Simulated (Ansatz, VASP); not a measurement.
MnO: VASP beside Ansatz

```
CELL_PARAMETERS angstrom
0.00000 2.23228 2.23228
2.23228 0.00000 2.23228
2.23228 2.23228 0.00000
ATOMIC_POSITIONS crystal
Mn 0.00000 0.00000 0.00000
O 0.25000 0.25000 0.25000
```

Alike in both runs: task relaxation of cell and atoms; functional PBE; k mesh 14 × 14 × 14; occupations fermi-dirac, width 0.05 eV; collinear spin.

|  | VASP | Ansatz |
| --- | --- | --- |
| version | VASP 6.6.1 | Ansatz 0.2.0 |
| potentials or method | VASP PAW PBE potentials, release 64 (Mn_pv, O) | PAW with Ansatz's default frozen-core files, scalar-relativistic |
| plane-wave cutoff (eV) | 600 | 420 |
| valence electrons in the cell | 19 | 21 |

|  | VASP | Ansatz | Ansatz less VASP |
| --- | --- | --- | --- |
| net moment per atom (μB) | 2.50 | 2.50 | 0.000 |
| size of the moment on the site where the two differ most (μB) | 4.43 | 3.98 | -0.448 |
| relaxed volume (Å³/atom) | 13.86 | 13.83 | -0.030 |
| relaxed cell length with the largest relative difference (Å) | 3.397 | 3.394 | -0.0025 |

Site moments also hang on the region over which each program counts them. VASP's potentials hold 19 valence electrons a cell and Ansatz's 21, so a difference there can come from the potentials and not from the codes.

Noted on VASP's run: the volume moved by over 15 % at a fixed basis, so the end points are rough.
